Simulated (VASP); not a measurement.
Input of a VASP 6.6.1 run:

File INCAR:

```
SYSTEM = Si5N
  PREC = Accurate
  ENCUT = 600
  EDIFF = 1E-6
  ISMEAR = 0
  SIGMA = 0.1
  LREAL = .False.
  LASPH = .True.
  NELM = 150
  ALGO = Normal
  ISIF = 3
  LWAVE = .False.
  LCHARG = .False.
  ISPIN = 2
  MAGMOM = 0 0 0 0 0 1
  LORBIT = 11
  GGA = PE
  IBRION = 2
  NSW = 90
  EDIFFG = -0.04
```

File KPOINTS:

```
Automatic mesh
0
Gamma
  4 4 4
  0 0 0
```

POSCAR

```
Si5N
1.0
    0.0000000000      3.5932414500      3.5932414500
    3.5932414500      0.0000000000      3.5932414500
    3.5932414500      3.5932414500      0.0000000000
Si N
5 1
Direct
    0.8563785200      0.8563785200      0.8563785200
    0.8563785200      0.8563785200      0.4308644400
    0.8563785200      0.4308644400      0.8563785200
    0.4308644400      0.8563785200      0.8563785200
    0.5000000000      0.5000000000      0.5000000000
    0.2500000000      0.2500000000      0.2500000000
```

Potentials or basis: VASP PAW PBE potentials, release 64 (Si, N).

Run with:

```bash
$ cat potpaw_PBE.64/Si/POTCAR potpaw_PBE.64/N/POTCAR > POTCAR
$ mpirun -np 1 vasp_std > vasp.out
```

Question: Estimate the site moments.

Answer: Si +0.00; N +0.09 μB.

Question: Estimate the net moment.

Answer: 0.13 μB per cell.

Question: Estimate the relaxed volume.

Answer: 14.20 Å³/atom.

Final structure:
```xyz
6
Lattice="0.0000 3.4928 3.4928 3.4928 0.0000 3.4928 3.4928 3.4928 0.0000" Properties=species:S:1:pos:R:3 pbc="T T T"
Si    6.1169    6.1169    6.1169
Si    4.3616    4.3616    6.1169
Si    4.3616    6.1169    4.3616
Si    6.1169    4.3616    4.3616
Si    3.4928    3.4928    3.4928
N     1.7464    1.7464    1.7464
```

Caveat: the k points lie up to 0.39 Å⁻¹ apart in the final cell.
